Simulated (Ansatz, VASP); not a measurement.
# Two plane-wave programs on NiO2

File INCAR:

```
SYSTEM = NiO2
PREC     = Accurate       ! precision mode
ENCUT    = 520            ! plane-wave cutoff, eV
EDIFF    = 1E-6           ! SCF threshold, eV
ISMEAR   = 0              ! smearing method
SIGMA    = 0.05           ! smearing width, eV
LREAL    = .FALSE.        ! projectors in reciprocal space
LASPH    = .TRUE.         ! aspherical terms in the spheres
NELM     = 60             ! most SCF steps
ALGO     = Normal         ! electronic algorithm
ISIF     = 2              ! what is computed and relaxed
LWAVE    = .FALSE.        ! write WAVECAR
LCHARG   = .FALSE.        ! write CHGCAR
GGA      = PS             ! functional
NBANDS   = 18             ! bands
```

File KPOINTS:

```
Automatic mesh
0
G
  12 12 6
  0 0 0
```

File POSCAR:

```
NiO2
1.0
    2.7478231521      0.0000000000      0.0000000000
   -1.3739115761      2.3796846548      0.0000000000
    0.0000000000      0.0000000000      5.1043562873
Ni O
1 2
Direct
    0.0000000000      0.0000000000      0.5000000000
    0.6666666667      0.3333333333      0.6499533987
    0.3333333333      0.6666666667      0.3500466013
```

Input for Ansatz:

```yaml
crystal:
  lattice:
    - [2.7478231521, 0.0, 0.0]
    - [-1.3739115761, 2.3796846548, 0.0]
    - [0.0, 0.0, 5.1043562873]
  atoms:
    - { symbol: Ni, position: [0.0, 0.0, 0.5] }
    - { symbol: O, position: [0.6666666667, 0.3333333333, 0.6499533987] }
    - { symbol: O, position: [0.3333333333, 0.6666666667, 0.3500466013] }
basis:
  ecutwfc: 520.0
kpoints:
  mp_grid: { grid: [12, 12, 6] }
hamiltonian:
  xc: pbesol
scf:
  occupations: { method: gaussian, width: 0.05 }
output:
  forces: true
  stress: true
  eigenvalues: true
```

Alike in both runs: task single point; functional PBEsol; k mesh 12 × 12 × 6; occupations gaussian, width 0.05 eV; no spin polarisation.

```csv
,VASP,Ansatz
version,VASP 6.6.1,Ansatz 0.2.0
potentials or method,"VASP PAW PBE potentials, release 64 (Ni, O), cutoff 520 eV","scalar-relativistic, plane waves, PAW"
valence electrons in the cell,22,30
```

|  | VASP | Ansatz | Ansatz less VASP |
| --- | --- | --- | --- |
| gap on the k mesh at the Fermi level (eV) | 1.06 | 1.09 | +0.023 |
| least direct gap on the mesh (eV) | 1.61 | 1.66 | +0.052 |
| rms of the force components (eV/Å) | 2.052 | 2.028 | -0.0238 |

VASP's potentials were made for PBE, not for PBEsol. Atom by atom the forces differ by 0.024 eV/Å (rms over components). VASP's potentials hold 22 valence electrons a cell and Ansatz's 30, so a difference there can come from the potentials and not from the codes.
